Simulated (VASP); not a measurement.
# MgO (P6_3/mmc) in VASP: a series of runs, part 2 of 2

VASP 6.6.1.

### Step 3. Single point, PBEsol (strain -0.050 along x and y, -0.025 along z)

Input file INCAR:

```
PREC = Accurate
ENCUT = 520
EDIFF = 1E-7
ISMEAR = 0
SIGMA = 0.05
LREAL = F
LASPH = T
NELM = 60
ALGO = Normal
ISIF = 2
LWAVE = F
LCHARG = F
GGA = PS
NBANDS = 16
```

Input file KPOINTS:

```
regular mesh
0
Gamma
  9 9 6
```

Input file POSCAR:

```
MgO
1.0
    3.3120589696      0.0000000000      0.0000000000
   -1.6560294848      2.8683272065      0.0000000000
    0.0000000000      0.0000000000      4.0735901895
Mg O
2 2
Direct
    0.6666666667      0.3333333333      0.7500000000
    0.3333333333      0.6666666667      0.2500000000
    0.6666666667      0.3333333333      0.2500000000
    0.3333333333      0.6666666667      0.7500000000
```

Potentials or basis: VASP PAW PBE potentials, release 64 (Mg, O).

Started as:

```
$ cat potpaw_PBE.64/Mg/POTCAR potpaw_PBE.64/O/POTCAR > POTCAR
$ mpirun -np 1 vasp_std > vasp.out
```

OUTCAR:

```text
PREC = Accurate
   ENCUT = 520
   EDIFF = 1E-7
   ISMEAR = 0
   LREAL = F
   LASPH = T
   NELM = 60
   ISIF = 2
   GGA = PS

 ion  position               nearest neighbor table
   1  0.667  0.333  0.750-   4 1.91   4 1.91   4 1.91   3 2.04   3 2.04   2 2.79   2 2.79   2 2.79
                             2 2.79   2 2.79   2 2.79
   2  0.333  0.667  0.250-   3 1.91   3 1.91   3 1.91   4 2.04   4 2.04   1 2.79   1 2.79   1 2.79
                             1 2.79   1 2.79   1 2.79
   3  0.667  0.333  0.250-   2 1.91   2 1.91   2 1.91   1 2.04   1 2.04
   4  0.333  0.667  0.750-   1 1.91   1 1.91   1 1.91   2 2.04   2 2.04

  LATTYP: Found a hexagonal cell.
 ALAT       =     3.3120589696
 C/A-ratio  =     1.2299268301

  Lattice vectors:

 A1 = (   3.3120589696,   0.0000000000,   0.0000000000)
 A2 = (  -1.6560294848,   2.8683272065,   0.0000000000)
 A3 = (   0.0000000000,   0.0000000000,   4.0735901895)

Analysis of symmetry for initial positions (statically):
=====================================================================
 Subroutine PRICEL returns:
 Original cell was already a primitive cell.

 Routine SETGRP: Setting up the symmetry group for a
 hexagonal supercell.

 Subroutine GETGRP returns: Found 24 space group operations
 (whereof 12 operations were pure point group operations)
 out of a pool of 24 trial point group operations.

The static configuration has the point symmetry D_3d.
 The point group associated with its full space group is D_6h.

Analysis of symmetry for dynamics (positions and initial velocities):
=====================================================================
 Subroutine PRICEL returns:
 Original cell was already a primitive cell.

 Routine SETGRP: Setting up the symmetry group for a
 hexagonal supercell.

 Subroutine GETGRP returns: Found 24 space group operations
 (whereof 12 operations were pure point group operations)
 out of a pool of 24 trial point group operations.
[... 121 lines left out ...]
   ISMEAR =     0;   SIGMA  =   0.05  broadening in eV -4-tet -1-fermi 0-gaus
   EFERMI_NEDOS =   21; number of points for ismear=-14 and -15
   IALGO  =     38    algorithm
   IMIX   =      4    mixing-type and parameters
     AMIX     =   0.40;   BMIX     =  1.00
     AMIX_MAG =   1.60;   BMIX_MAG =  1.00
  volume/ion in A,a.u.               =       9.67        65.29
  Fermi-wavevector in a.u.,A,eV,Ry     =   1.219589  2.304689 20.237266  1.487397
  Thomas-Fermi vector in A             =   2.354836
   LORBIT       =      0    0 simple, 1 ext, 2 COOP (PROOUT), +10 PAW based schemes
   GGA     = PS    functional components
   LHFCALC =     F    Hartree Fock is set to
   AEXX    =    0.0000 exact exchange contribution
   IVDW    =     0    specifies the selected vdW correction
   LEPSILON=     F    determine dielectric tensor
   LRPA    =     F    only Hartree local field effects (RPA)
 non-spin polarized calculation
 Gauss-broadening in eV      SIGMA  =   0.05
  energy-cutoff  :      520.00
  volume of cell :       38.70
 maximum number of plane-waves:      1062
 NGX is ok and might be reduce to    28
   NGX = 13   NGY = 13   NGZ = 15

 number of electron      15.9999995 magnetization

 Free energy of the ion-electron system (eV)
  ---------------------------------------------------
  ext. energy  EPLUGINS =         0.00000000
  ---------------------------------------------------
  free energy    TOTEN  =       -24.38259255 eV

  energy without entropy =      -24.38259255  energy(sigma->0) =      -24.38259255

 E-fermi :   3.0790     XC(G=0): -10.9135

 val. band max:        2.8290807707   @ k =   0.0000   0.0000   0.0000
 cond. band min:       6.7950891227   @ k =   0.0000   0.0000   0.0000
 fundamental gap:      3.9660083520
 Fermi energy:         3.0790302724

 k-point     1 :       0.0000    0.0000    0.0000
  band No.  band energies     occupation
      1     -14.6869      2.00000
      2     -12.9446      2.00000
      3      -1.4498      2.00000
      4       0.8263      2.00000
      5       0.8263      2.00000
      6       1.7757      2.00000
[... 433 lines left out ...]
      3      -1.2596      2.00000
      4      -0.3793      2.00000
      5      -0.3793      2.00000
      6       1.3577      2.00000
[... 8 lines left out ...]
     15      17.6308      0.00000
     16      20.8617      0.00000

 [... further k-points ...]
[... 5 lines left out ...]
  --------------------------------------------------------------------------------------
  -------------------------------------------------------------------------------------
  Total        6.1939713      6.1939713      4.5838624      0.0000000      0.0000000     -0.0000000
  in kB      256.4340456    256.4340456    189.7745927      0.0000000      0.0000000     -0.0000000
  external PRESSURE =     234.2142280 kB  Pullay stress =       0.0000000 kB

 VOLUME and BASIS-vectors are now :
 -----------------------------------------------------------------------------
  energy-cutoff  :      520.00
  volume of cell :       38.70
      direct lattice vectors                 reciprocal lattice vectors
     3.312058970  0.000000000  0.000000000     0.301926991  0.174317630  0.000000000
    -1.656029485  2.868327207  0.000000000     0.000000000  0.348635260  0.000000000
     0.000000000  0.000000000  4.073590189     0.000000000  0.000000000  0.245483702

 POSITION                                       TOTAL-FORCE (eV/Angst)
 -----------------------------------------------------------------------------------
      1.65603      0.95611      3.05519         0.000000      0.000000      0.000000
     -0.00000      1.91222      1.01840        -0.000000     -0.000000      0.000000
      1.65603      0.95611      1.01840         0.000000      0.000000      0.000000
     -0.00000      1.91222      3.05519         0.000000     -0.000000      0.000000
 -----------------------------------------------------------------------------------
    total drift:                               -0.000000      0.000000     -0.000000

  FREE ENERGIE OF THE ION-ELECTRON SYSTEM (eV)
  ---------------------------------------------------
  free  energy   TOTEN  =       -24.3825925526 eV

  energy  without entropy=      -24.3825925526  energy(sigma->0) =      -24.38259255
```

stdout:

```text
POSCAR found type information on POSCAR MgO
 POSCAR found :  2 types and       4 ions
 scaLAPACK will be used
 -----------------------------------------------------------------------------
|                                                                             |
|                                                                             |
|     You enforced a specific xc type in the INCAR file but a different       |
|     I HOPE YOU KNOW WHAT YOU ARE DOING!                                     |
|                                                                             |
 -----------------------------------------------------------------------------

 LDA part: xc-table for (Slater+PW92), standard interpolation
 POSCAR, INCAR and KPOINTS ok, starting setup
 FFT: planning ... GRIDC
 FFT: planning ... GRID_SOFT
 FFT: planning ... GRID
 WAVECAR not read
 entering main loop
```

Run time: 47 s. Hardware: 1 thread of AMD EPYC 7R13, shared host; peak memory 0.14 GiB.

What came out:

| Item | Value |
| --- | --- |
| Free energy | -24.3826 eV |
| Pressure | 23.4 GPa |
| Band gap on the k mesh | 3.97 eV, direct |

Caveat: the cell differs from its parent crystal (strain -0.050 along x and y, -0.025 along z); the PAW data sets were made with another functional, which shifts forces and pressure a little.

### Step 4. Single point, PBEsol (strain -0.050 along x and y, +0.000 along z)

Input file INCAR:

```
SYSTEM = MgO
PREC = Accurate
ENCUT = 520
EDIFF = 1E-6
ISMEAR = 0
SIGMA = 0.05
LREAL = .FALSE.
LASPH = .TRUE.
NELM = 60
ALGO = Normal
ISIF = 2
LWAVE = .FALSE.
LCHARG = .FALSE.
GGA = PS
NBANDS = 16
```

Input file KPOINTS:

```
regular mesh
0
G
  9 9 6
  0 0 0
```

POSCAR: that of step 3 with these lines changed.

```diff
@@ -4,3 +4,3 @@
    -1.6560294848      2.8683272065      0.0000000000
-    0.0000000000      0.0000000000      4.0735901895
+    0.0000000000      0.0000000000      4.1780412200
 Mg O
```

Started as:

```
$ cat potpaw_PBE.64/Mg/POTCAR potpaw_PBE.64/O/POTCAR > POTCAR
$ mpirun -np 1 vasp_std > vasp.out
```

It took 42 s on 1 thread of AMD EPYC 7R13, shared host; peak memory 0.15 GiB.

It converged, with:

* Free energy: -24.4711 eV
* Pressure: 18.5 GPa
* Band gap on the k mesh: 3.82 eV, direct

Stress tensor (GPa, compression positive):
```
22.87  0.00  0.00
 0.00 22.87  0.00
 0.00  0.00  9.63
```

Levels at points of the mesh, in eV from the valence-band top:
| k point | band 6 | band 7 | band 8 | band 9 | band 10 | band 11 |
| --- | --- | --- | --- | --- | --- | --- |
| (0.00, 0.00, 0.00) | -1.06 | -1.06 | 0.00 | 3.82 | 10.04 | 12.44 |
| (0.00, 0.00, 0.50) | -1.52 | -1.52 | -1.52 | 6.85 | 6.85 | 13.81 |

Caveat: the cell differs from its parent crystal (strain -0.050 along x and y, +0.000 along z); the PAW data sets were made with another functional, which shifts forces and pressure a little.

### Step 5. Summary

| cell | gap on the mesh (eV) | pressure (GPa) |
| --- | --- | --- |
| a = 3.312, b = 3.312, c = 3.969 Å, angles 90.0, 90.0, 120.0°, 4 atoms | 4.11 | 29.5 |
| a = 3.312, b = 3.312, c = 4.074 Å, angles 90.0, 90.0, 120.0°, 4 atoms | 3.97 | 23.4 |
| a = 3.312, b = 3.312, c = 4.178 Å, angles 90.0, 90.0, 120.0°, 4 atoms | 3.82 | 18.5 |

Alike in all rows: task single point; level PBEsol; potentials or basis VASP PAW PBE potentials, release 64 (Mg, O); no spin polarisation; k mesh 9 × 9 × 6; cutoff (eV) 520; smearing gaussian 0.05 eV.

Caveats: the PAW data sets were made with another functional, which shifts forces and pressure a little.

Absolute energies hang on the potentials; compare differences alone.
